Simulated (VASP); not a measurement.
Runs of VASP 6.6.1 on C. The structure is that of space group Fmmm (No. 69), or close to it. The cells are those of the table. 

| cell | pressure (GPa) | largest force (eV/Å) |
| --- | --- | --- |
| a = 2.520, b = 2.520, c = 6.799 Å, angles 90.0, 90.0, 121.4°, 4 atoms | -11.2 | 0.21 |
| a = 2.548, b = 2.548, c = 6.799 Å, angles 90.0, 90.0, 122.1°, 4 atoms | -16.1 | (a) |
| a = 2.562, b = 2.562, c = 6.799 Å, angles 90.0, 90.0, 122.5°, 4 atoms | (c) | (b) |
| a = 2.576, b = 2.576, c = 6.799 Å, angles 90.0, 90.0, 122.8°, 4 atoms | -20.6 | 0.18 |

Alike in all rows: task single point; level PBE+D3(BJ); potentials or basis VASP PAW PBE potentials, release 64 (C); no spin polarisation; k mesh 22 × 22 × 8; cutoff (eV) 520; smearing gaussian 0.15 eV.

**Question.** Estimate the missing entries.

**Answer.** (a) 0.22; (b) 0.20; (c) -18.4.
